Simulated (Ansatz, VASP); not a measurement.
Two plane-wave programs on MgW

```
CELL_PARAMETERS angstrom
3.10385 0.00000 0.00000
-1.55193 2.68801 0.00000
0.00000 0.00000 4.73060
ATOMIC_POSITIONS crystal
Mg 0.00000 0.00000 0.00000
W 0.33333 0.66667 0.50000
```

Alike in both runs: task relaxation of cell and atoms; functional PBE; k mesh 6 × 6 × 4; occupations gaussian, width 0.1 eV; no spin polarisation.

|  | VASP | Ansatz |
| --- | --- | --- |
| version | VASP 6.6.1 | Ansatz 0.2.0 |
| potentials or method | VASP PAW PBE potentials, release 64 (Mg, W_sv), cutoff 600 eV | scalar-relativistic, plane waves, PAW |
| valence electrons in the cell | 16 | 24 |

|  | VASP | Ansatz | Ansatz less VASP |
| --- | --- | --- | --- |
| gap on the k mesh at the Fermi level, each at its own relaxed structure (eV) | none | none | - |
| relaxed volume (Å³/atom) | 17.40 | 17.39 | -0.015 |
| relaxed length of the cell vector where the two differ most in proportion (Å) | 2.858 | 2.857 | -0.0009 |

A gap of «none» marks a metal or a gap that the smearing closes. VASP's potentials hold 16 valence electrons a cell and Ansatz's 24, so a difference there can come from the potentials and not from the codes.

The k mesh is coarse, so the values compare programs but aren't converged. Neither program's run includes spin-orbit coupling.
